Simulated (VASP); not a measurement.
Runs of VASP 6.6.1 on GaCuSe2. The structure is that of space group P4/mmm (No. 123), or close to it. The cells are those of the table. 

```tsv
task	level	cell	k mesh	cutoff (eV)	gap on the mesh (eV)	pressure (GPa)
relaxation of cell and atoms	PBE	relaxed from a = 3.643, b = 3.643, c = 5.152 Å, 4 atoms	6 × 6 × 4	600	none	0.0
single point	PBE	a = 3.764, b = 3.764, c = 5.302 Å, 4 atoms	6 × 6 × 4	520	none	(a)
single point	PBE	a = 3.730, b = 3.730, c = 5.255 Å, 4 atoms	8 × 8 × 6	520	none	2.6
single point	r2SCAN	a = 3.730, b = 3.730, c = 5.255 Å, 4 atoms	6 × 6 × 4	520	none	0.0
```

Alike in all rows: potentials or basis VASP PAW PBE potentials, release 64 (Cu, Se, Ga_d); no spin polarisation; smearing fermi-dirac 0.02 eV.

Question: Fill in the values left out.

Answer: (a) 0.2.

Caveats: the PAW data sets were made with another functional, which shifts forces and pressure a little (some runs).

A k mesh can miss the band edges, and the runs leave out spin-orbit coupling on Ga, Se.

A gap of «none» marks levels without a gap at the run's occupations.
